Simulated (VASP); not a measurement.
Here is a VASP 6.6.1 calculation.

The input INCAR:

```
PREC = Accurate
ENCUT = 520
EDIFF = 1E-6
ISMEAR = 0
SIGMA = 0.02
LREAL = False
LASPH = True
NELM = 60
ALGO = Normal
ISIF = 2
LWAVE = False
LCHARG = False
GGA = PE
NBANDS = 16
```

File KPOINTS:

```
regular mesh
0
Gamma
  8 8 8
```

Contents of POSCAR:

```
GaP
1.0
    0.0000000000      2.7926770607      2.7926770607
    2.7926770607      0.0000000000      2.7926770607
    2.7926770607      2.7926770607      0.0000000000
Ga P
1 1
Direct
    0.0000000000      0.0000000000      0.0000000000
    0.2500000000      0.2500000000      0.2500000000
```

Potentials or basis: VASP PAW PBE potentials, release 64 (Ga_d, P).

The run is started by

```console
$ cat potpaw_PBE.64/Ga_d/POTCAR potpaw_PBE.64/P/POTCAR > POTCAR
$ mpirun -np 1 vasp_std > vasp.out
```

Q: Predict the band gap on the k mesh.

A: 1.23 eV, direct.

Q: Estimate the pressure.

A: -3.0 GPa.

A k mesh can miss the band edges.
